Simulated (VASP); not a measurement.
# As in VASP: a series of runs

The runs below take As through single point, with PBE+D3(BJ).

All numbers are computed with VASP 6.6.1; they aren't measurements. Logs are shortened: lines on timing, memory, paths and dates and some standing lists are left out, and cuts for length are marked.

### Step 1. The cell of the first run

The cell holds a slab with vacuum, 4 atoms: a = 3.571 Å, b = 3.571 Å, c = 20.295 Å, α = 90.00°, β = 90.00°, γ = 120.00°.

### Step 2. Single point, PBE+D3(BJ)

Input file INCAR:

```
SYSTEM = As
PREC = Accurate
ENCUT = 520
EDIFF = 1E-6
ISMEAR = 0
SIGMA = 0.05
LREAL = .False.
LASPH = .True.
NELM = 100
ALGO = Normal
ISIF = 2
LWAVE = .False.
LCHARG = .True.
LDIPOL = .True.
IDIPOL = 3
DIPOL = 0.5 0.5 0.363
GGA = PE
IVDW = 12
LELF = .True.
LVHAR = .True.
LVACPOTAV = .True.
NBANDS = 18
```

Input file KPOINTS:

```
Automatic mesh
0
Gamma
  9 9 1
  0 0 0
```

Input file POSCAR:

```
As
1.0
    3.5713380906      0.0000000000      0.0000000000
   -1.7856690453      3.0928695120      0.0000000000
    0.0000000000      0.0000000000     20.2952802043
As
4
Direct
    0.3333333333      0.6666666667      0.2905917062
    0.6666666667      0.3333333333      0.2217264287
    1.1666666667      0.3333333333      0.5033327996
    0.8333333333      0.6666666667      0.4344675222
```

Potentials or basis: VASP PAW PBE potentials, release 64 (As).

The run is started by

```console
cat potpaw_PBE.64/As/POTCAR > POTCAR
mpirun -np 1 vasp_std > vasp.out
```

OUTCAR:

```text
SYSTEM = As
   PREC = Accurate
   ENCUT = 520
   EDIFF = 1E-6
   ISMEAR = 0
   LREAL = .False.
   LASPH = .True.
   NELM = 100
   ISIF = 2
   GGA = PE
   IVDW = 12
 IVDW          = 12

 ion  position               nearest neighbor table
   1  0.333  0.667  0.291-   2 2.49   2 2.49   2 2.49
   2  0.667  0.333  0.222-   1 2.49   1 2.49   1 2.49
   3  0.167  0.333  0.503-   4 2.49   4 2.49   4 2.49
   4  0.833  0.667  0.434-   3 2.49   3 2.49   3 2.49

  LATTYP: Found a hexagonal cell.
 ALAT       =     3.5713380906
 C/A-ratio  =     5.6828224294

  Lattice vectors:

 A1 = (   3.5713380906,   0.0000000000,   0.0000000000)
 A2 = (  -1.7856690453,   3.0928695120,   0.0000000000)
 A3 = (   0.0000000000,   0.0000000000,  20.2952802043)

Analysis of symmetry for initial positions (statically):
=====================================================================
 Subroutine PRICEL returns:
 Original cell was already a primitive cell.

 Routine SETGRP: Setting up the symmetry group for a
 hexagonal supercell.

 Subroutine GETGRP returns: Found  4 space group operations
 (whereof  2 operations were pure point group operations)
 out of a pool of 24 trial point group operations.

The static configuration has the point symmetry C_1h.
 The point group associated with its full space group is C_2v.

Analysis of symmetry for dynamics (positions and initial velocities):
=====================================================================
 Subroutine PRICEL returns:
 Original cell was already a primitive cell.

 Routine SETGRP: Setting up the symmetry group for a
 hexagonal supercell.

 Subroutine GETGRP returns: Found  4 space group operations
 (whereof  2 operations were pure point group operations)
 out of a pool of 24 trial point group operations.

The dynamic configuration has the point symmetry C_1h.
 The point group associated with its full space group is C_2v.

 Subroutine INISYM returns: Found  4 space group operations
 (whereof  2 operations are pure point group operations),
 and found     1 'primitive' translations

----------------------------------------------------------------------------------------

                                     Primitive cell

  volume of cell :     224.1752

  direct lattice vectors                    reciprocal lattice vectors
     3.571338091  0.000000000  0.000000000     0.280007094  0.161662171  0.000000000
    -1.785669045  3.092869512  0.000000000     0.000000000  0.323324342  0.000000000
     0.000000000  0.000000000 20.295280204     0.000000000  0.000000000  0.049272540

  length of vectors
     3.571338091  3.571338091 20.295280204     0.323324342  0.323324342  0.049272540

  position of ions in fractional coordinates (direct lattice)
     0.333333333  0.666666667  0.290591706
     0.666666667  0.333333333  0.221726429
     0.166666667  0.333333333  0.503332800
     0.833333333  0.666666667  0.434467522

  ion indices of the primitive-cell ions
   primitive index   ion index
                 1           1
                 2           2
                 3           3
                 4           4

----------------------------------------------------------------------------------------

 KPOINTS: Automatic mesh

Automatic generation of k-mesh.
 Grid dimensions read from file:
 generate k-points for:    9    9    1

 Generating k-lattice:

  Cartesian coordinates                     Fractional coordinates (reciprocal lattice)
     0.031111899  0.017962463  0.000000000     0.111111111  0.000000000  0.000000000
     0.000000000  0.035924927  0.000000000     0.000000000  0.111111111  0.000000000
     0.000000000  0.000000000  0.049272540     0.000000000  0.000000000  1.000000000

  Length of vectors
     0.035924927  0.035924927  0.049272540

  Shift w.r.t. Gamma in fractional coordinates (k-lattice)
     0.000000000  0.000000000  0.000000000

 Subroutine IBZKPT returns following result:
 ===========================================

 Found     25 irreducible k-points:

 Following reciprocal coordinates:
            Coordinates               Weight
  0.000000  0.000000  0.000000      1.000000
  0.111111  0.000000  0.000000      4.000000
  0.000000  0.111111  0.000000      2.000000
  0.222222  0.000000  0.000000      4.000000
  0.000000  0.222222  0.000000      2.000000
  0.333333  0.000000  0.000000      4.000000
[... 16 lines left out ...]
 -0.222222 -0.444444  0.000000      4.000000
  0.444444  0.333333  0.000000      4.000000
   k-points           NKPTS =     25   k-points in BZ     NKDIM =     25   number of bands    NBANDS=     18
   number of dos      NEDOS =    301   number of ions     NIONS =      4
   total plane-waves  NPLWV = 125440
   dimension x,y,z NGX =    28 NGY =   28 NGZ =  160
   dimension x,y,z NGXF=    56 NGYF=   56 NGZF=  320
   ions per type =               4
   NGX,Y,Z   is equivalent  to a cutoff of  13.03, 13.03, 13.11 a.u.
   NGXF,Y,Z  is equivalent  to a cutoff of  26.07, 26.07, 26.21 a.u.
 SYSTEM =  As
   PREC   = accura    normal or accurate (medium, high low for compatibility)
   ISTART =      0    job   : 0-new  1-cont  2-samecut
   ICHARG =      2    charge: 1-file 2-atom 10-const
   ISPIN  =      1    spin polarized calculation?
   LNONCOLLINEAR =      F non collinear calculations
   LSORBIT =      F    spin-orbit coupling
   LASPH  =      T    aspherical Exc in radial PAW
   ENCUT  =  520.0 eV  38.22 Ry    6.18 a.u.   6.64  6.64 37.74*2*pi/ulx,y,z
   NELM   =    100;   NELMIN=  2; NELMDL= -5     # of ELM steps
   EDIFF  = 0.1E-05   stopping-criterion for ELM
   LREAL  =      F    real-space projection
   EDIFFG = 0.1E-04   stopping-criterion for IOM
   NSW    =      0    number of steps for IOM
   IBRION =     -1    ionic relax: 0-MD 1-quasi-New 2-CG
   NFREE  =      0    steps in history (QN), initial steepest desc. (CG)
   ISIF   =      2    stress and relaxation
   ISYM   =      2    0-nonsym 1-usesym 2-fastsym
   POTIM  = 0.5000    time-step for ionic-motion
   TEBEG  =    0.0;   TEEND  =   0.0 temperature during run
   PSTRESS=    0.0 pullay stress
   NELECT =      20.0000    total number of electrons
   NUPDOWN=      -1.0000    fix difference up-down
   EMIN   =  10.00;   EMAX   =-10.00  energy-range for DOS
   EFERMI =   0.00;   METHOD = LEGACY
   ISMEAR =     0;   SIGMA  =   0.05  broadening in eV -4-tet -1-fermi 0-gaus
   EFERMI_NEDOS =   21; number of points for ismear=-14 and -15
   IALGO  =     38    algorithm
   IMIX   =      4    mixing-type and parameters
     AMIX     =   0.40;   BMIX     =  1.00
     AMIX_MAG =   1.60;   BMIX_MAG =  1.00
  volume/ion in A,a.u.               =      56.04       378.20
  Fermi-wavevector in a.u.,A,eV,Ry     =   0.731513  1.382360  7.280639  0.535112
  Thomas-Fermi vector in A             =   1.823749
   LORBIT       =      0    0 simple, 1 ext, 2 COOP (PROOUT), +10 PAW based schemes
   GGA     = PE    functional components
   LHFCALC =     F    Hartree Fock is set to
   AEXX    =    0.0000 exact exchange contribution
   IVDW    =    12    specifies the selected vdW correction
   LEPSILON=     F    determine dielectric tensor
   LRPA    =     F    only Hartree local field effects (RPA)
 non-spin polarized calculation
 Gauss-broadening in eV      SIGMA  =   0.05
  energy-cutoff  :      520.00
  volume of cell :      224.18
 maximum number of plane-waves:      6099
   NGX = 13   NGY = 13   NGZ = 75

 dipolmoment           0.000000      0.000000      0.000000 electrons x Angstroem

 number of electron      20.0000003 magnetization

 dipolmoment           0.000000      0.000000     -0.000000 electrons x Angstroem

 Free energy of the ion-electron system (eV)
  ---------------------------------------------------
  ext. energy  EPLUGINS =         0.00000000
  ---------------------------------------------------
  free energy    TOTEN  =       -18.57819159 eV

  energy without entropy =      -18.57819159  energy(sigma->0) =      -18.57819159

 E-fermi :  -0.7049     XC(G=0):  -4.5982

 val. band max:       -0.9676684535   @ k =   0.1111   0.0000   0.0000
 cond. band min:      -0.3835101084   @ k =   0.0000   0.3333   0.0000
 fundamental gap:      0.5841583451
 Fermi energy:        -0.7048897229

 k-point     1 :       0.0000    0.0000    0.0000
  band No.  band energies     occupation
      1     -15.3356      2.00000
      2     -15.1326      2.00000
      3      -9.4246      2.00000
      4      -8.3521      2.00000
      5      -3.0312      2.00000
      6      -1.6562      2.00000
[... 10 lines left out ...]
     17       3.2850      0.00000
     18       3.5111      0.00000

 k-point     2 :       0.1111    0.0000    0.0000
  band No.  band energies     occupation
      1     -15.1668      2.00000
      2     -14.9653      2.00000
      3      -9.3550      2.00000
      4      -8.3647      2.00000
      5      -3.2335      2.00000
      6      -2.9507      2.00000
[... 10 lines left out ...]
     17       3.5066      0.00000
     18       3.7315      0.00000

 k-point     3 :       0.0000    0.1111    0.0000
  band No.  band energies     occupation
      1     -15.1679      2.00000
      2     -14.9646      2.00000
      3      -9.3669      2.00000
      4      -8.3514      2.00000
      5      -3.2283      2.00000
      6      -2.8347      2.00000
[... 10 lines left out ...]
     17       3.5036      0.00000
     18       3.7232      0.00000

 k-point     4 :       0.2222    0.0000    0.0000
  band No.  band energies     occupation
      1     -14.6690      2.00000
      2     -14.4733      2.00000
      3      -9.2702      2.00000
      4      -8.5998      2.00000
      5      -4.8608      2.00000
      6      -4.4380      2.00000
[... 375 lines left out ...]
      4     -10.7675      2.00000
      5      -5.7706      2.00000
      6      -5.6461      2.00000
[... 10 lines left out ...]
     17       5.9121      0.00000
     18       5.9901      0.00000

 k-point    23 :      -0.2222   -0.4444    0.0000
  band No.  band energies     occupation
      1     -12.5475      2.00000
      2     -12.3458      2.00000
      3     -10.8651      2.00000
      4     -10.7172      2.00000
      5      -5.6855      2.00000
      6      -5.6850      2.00000
[... 10 lines left out ...]
     17       5.8371      0.00000
     18       5.8488      0.00000

 k-point    24 :       0.4444    0.3333    0.0000
  band No.  band energies     occupation
      1     -12.4877      2.00000
      2     -12.3974      2.00000
      3     -10.8562      2.00000
      4     -10.7303      2.00000
      5      -5.7771      2.00000
      6      -5.6488      2.00000
[... 10 lines left out ...]
     17       5.8555      0.00000
     18       6.2382      0.00000

 [... further k-points ...]

------------------------ aborting loop because EDIFF is reached ----------------------------------------

 Edisp (eV)   -1.14816

 E8    (eV) :    -0.5029

  FORCE on cell =-STRESS in cart. coord.  units (eV):
  Direction    XX          YY          ZZ          XY          YZ          ZX
  --------------------------------------------------------------------------------------
  -------------------------------------------------------------------------------------
  Total       1.12647     0.24785     0.26415     0.00000     0.00000     0.00000
  in kB       8.05084     1.77136     1.88785     0.00000     0.00000     0.00000
  external pressure =        3.90 kB  Pullay stress =        0.00 kB

 VOLUME and BASIS-vectors are now :
 -----------------------------------------------------------------------------
  energy-cutoff  :      520.00
  volume of cell :      224.18
      direct lattice vectors                 reciprocal lattice vectors
     3.571338091  0.000000000  0.000000000     0.280007094  0.161662171  0.000000000
    -1.785669045  3.092869512  0.000000000     0.000000000  0.323324342  0.000000000
     0.000000000  0.000000000 20.295280204     0.000000000  0.000000000  0.049272540

 POSITION                                       TOTAL-FORCE (eV/Angst)
 -----------------------------------------------------------------------------------
     -0.00000      2.06191      5.89764         0.000000      0.010104      0.034591
      1.78567      1.03096      4.50000         0.000000     -0.010104     -0.066119
      0.00000      1.03096     10.21528         0.000000     -0.010104      0.066119
      1.78567      2.06191      8.81764         0.000000      0.010104     -0.034591
 -----------------------------------------------------------------------------------
    total drift:                                0.000000      0.000073     -0.000002

  FREE ENERGIE OF THE ION-ELECTRON SYSTEM (eV)
  ---------------------------------------------------
  free  energy   TOTEN  =       -19.7263503024 eV

  energy  without entropy=      -19.7263503024  energy(sigma->0) =      -19.72635030

 vacuum level on the upper side and lower side of the slab         3.774         3.774
```

It took 77 s on 1 thread of Intel Xeon Platinum 8559C (Emerald Rapids), shared host; peak memory 0.36 GiB.

What came out:

* Free energy: -19.7264 eV
* Largest force: 0.067 eV/Å
* Band gap on the k mesh: 0.58 eV, indirect (least direct gap 1.26 eV)
* Dispersion energy per atom: -0.287 eV

Forces in eV/Å, atoms in the order of the input:
```
As   0.000  0.010  0.035
As   0.000 -0.010 -0.066
As   0.000 -0.010  0.066
As   0.000  0.010 -0.035
```

### Step 3. Single point, PBE+D3(BJ)

Input file INCAR:

```
PREC = Accurate
ENCUT = 520
EDIFF = 1E-7
ISMEAR = 0
SIGMA = 0.05
LREAL = False
LASPH = True
NELM = 100
ALGO = Normal
ISIF = 2
LWAVE = False
LCHARG = True
LDIPOL = True
IDIPOL = 3
DIPOL = 0.5 0.5 0.375
GGA = PE
IVDW = 12
LELF = True
LVHAR = True
LVACPOTAV = True
NBANDS = 18
```

Input file KPOINTS:

```
regular mesh
0
Gamma
  9 9 1
```

POSCAR: that of step 2 with these lines changed.

```diff
@@ -10,3 +10,3 @@
     0.6666666667      0.3333333333      0.2217264287
-    1.1666666667      0.3333333333      0.5033327996
-    0.8333333333      0.6666666667      0.4344675222
+    1.1666666667      0.3333333333      0.5289545203
+    0.8333333333      0.6666666667      0.4600892428
```

Potentials or basis: VASP PAW PBE potentials, release 64 (As).

The run is started by

```console
cat potpaw_PBE.64/As/POTCAR > POTCAR
mpirun -np 1 vasp_std > vasp.out
```

Run time: 77 s. Hardware: 1 thread of Intel Xeon Platinum 8559C (Emerald Rapids), shared host; peak memory 0.36 GiB.

The run converged. Its results:

- Free energy: -19.7065 eV
- Largest force: 0.143 eV/Å
- Band gap on the k mesh: 1.10 eV, indirect (least direct gap 1.63 eV)
- Dispersion energy per atom: -0.267 eV

Forces on the atoms (eV/Å):
```
As   0.000  0.004  0.143
As   0.000 -0.004 -0.061
As   0.000 -0.004  0.061
As   0.000  0.004 -0.143
```

Levels at points of the mesh, in eV from the valence-band top:
| k point | band 7 | band 8 | band 9 | band 10 | band 11 | band 12 | band 13 | band 14 |
| --- | --- | --- | --- | --- | --- | --- | --- | --- |
| (0.00, 0.00, 0.00) | -0.15 | -0.13 | -0.11 | -0.11 | 1.77 | 2.31 | 3.30 | 3.35 |

(Part 1 of 2 ends here.)
